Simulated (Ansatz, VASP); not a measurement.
## Mn in VASP and in Ansatz

The input INCAR:

```
SYSTEM = Mn
  PREC = Accurate
  ENCUT = 600
  EDIFF = 1E-6
  ISMEAR = 0
  SIGMA = 0.1
  LREAL = .FALSE.
  LASPH = .TRUE.
  NELM = 60
  ALGO = Normal
  ISIF = 3
  LWAVE = .FALSE.
  LCHARG = .FALSE.
  GGA = PS
  IBRION = 2
  NSW = 80
  EDIFFG = -0.01
```

Contents of KPOINTS:

```
Automatic mesh
0
G
  18 18 10
  0 0 0
```

The input POSCAR:

```
Mn
1.0
    2.4474850082      0.0000000000      0.0000000000
   -1.2237425041      2.1195841925      0.0000000000
    0.0000000000      0.0000000000      3.9808717097
Mn
2
Direct
    0.3333333333      0.6666666667      0.2500000000
    0.6666666667      0.3333333333      0.7500000000
```

Input for Ansatz:

```yaml
crystal:
  lattice:
    - [2.4474850082, 0.0, 0.0]
    - [-1.2237425041, 2.1195841925, 0.0]
    - [0.0, 0.0, 3.9808717097]
  atoms:
    - { symbol: Mn, position: [0.3333333333, 0.6666666667, 0.25] }
    - { symbol: Mn, position: [0.6666666667, 0.3333333333, 0.75] }
basis:
  ecutwfc: 420
kpoints:
  mp_grid: { grid: [18, 18, 10] }
hamiltonian:
  xc: pbesol
scf:
  occupations: { method: gaussian, width: 0.1 }
output:
  forces: true
  stress: true
  eigenvalues: true
relax:
  adjacent_minimum: "off"
  f_tol: 0.01
  max_steps: 60
  cell: { stress_tol: 0.1 }
```

Alike in both runs: task relaxation of cell and atoms; functional PBEsol; k mesh 18 × 18 × 10; occupations gaussian, width 0.1 eV; no spin polarisation.

```csv
,VASP,Ansatz
version,VASP 6.6.1,Ansatz 0.2.0
potentials or method,"VASP PAW PBE potentials, release 64 (Mn_pv), cutoff 600 eV","scalar-relativistic, plane waves, PAW"
valence electrons in the cell,26,30
```

Ansatz gave:

```
gap on the k mesh at the Fermi level, each at its own relaxed structure (eV) : none
relaxed volume (Å³/atom)                                                     : 10.32
relaxed length of the cell vector where the two differ most in proportion (Å)              : 3.966
```

Task: What did VASP give for the same quantities?

Result: gap on the k mesh at the Fermi level, each at its own relaxed structure (eV): none; relaxed volume (Å³/atom): 10.31; relaxed length of the cell vector where the two differ most in proportion (Å): 3.964.

VASP's potentials were made for PBE, not for PBEsol. A gap of «none» marks a metal or a gap that the smearing closes. VASP's potentials hold 26 valence electrons a cell and Ansatz's 30, so a difference there can come from the potentials and not from the codes.
